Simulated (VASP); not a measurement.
Set up this calculation in VASP 6.6.1, as the native input.

| Quantity | Value |
| --- | --- |
| Task | single point |
| Functional | PBE |
| Potentials or basis | VASP PAW PBE potentials, release 64 (Gd, O) |
| Cutoff | 520 eV |
| k mesh | 5 × 5 × 5 |
| Occupations | fermi-dirac, width 0.05 eV |
| Spin | collinear spin, ferromagnetic start |
| Starting moments | [7.0, 0.0] μB |
| Dipole correction | no |
| Further INCAR settings | ALGO = Normal; EDIFF = 1e-06; NBANDS = 23 |

The structure of GdO lies in POSCAR:

```
GdO
1.0
    0.0000000000      2.7000000000      2.7000000000
    2.7000000000      0.0000000000      2.7000000000
    2.7000000000      2.7000000000      0.0000000000
Gd O
1 1
Direct
    0.0000000000      0.0000000000      0.0000000000
    0.7500000000      0.7500000000      0.7500000000
```

The input as run:

INCAR

```
  PREC = Accurate
  ENCUT = 520
  EDIFF = 1E-6
  ISMEAR = -1
  SIGMA = 0.05
  LREAL = False
  LASPH = True
  NELM = 150
  ALGO = Normal
  ISIF = 2
  LWAVE = False
  LCHARG = False
  ISPIN = 2
  MAGMOM = 7 0
  LORBIT = 11
  LMAXMIX = 6
  GGA = PE
  NBANDS = 23
```

KPOINTS

```
regular mesh
0
Gamma
  5 5 5
```

Potentials or basis: VASP PAW PBE potentials, release 64 (Gd, O).

Launch:

```console
$ cat potpaw_PBE.64/Gd/POTCAR potpaw_PBE.64/O/POTCAR > POTCAR
$ mpirun -np 1 vasp_std > vasp.out
```

Results of the run:

- Pressure: -0.7 GPa
- Net moment: 7.58 μB per cell
- Site moments: Gd +6.88; O -0.01 μB
- Valence electrons inside the program's atomic spheres: Gd 15.21; O 5.00

Caveat: the k points lie up to 0.40 Å⁻¹ apart; a cell with one magnetic atom can't hold antiferromagnetic order, which such compounds often take.

Run time: 63 s on 1 thread of Intel Xeon 8259CL, on a shared host, peak memory 0.18 GiB.
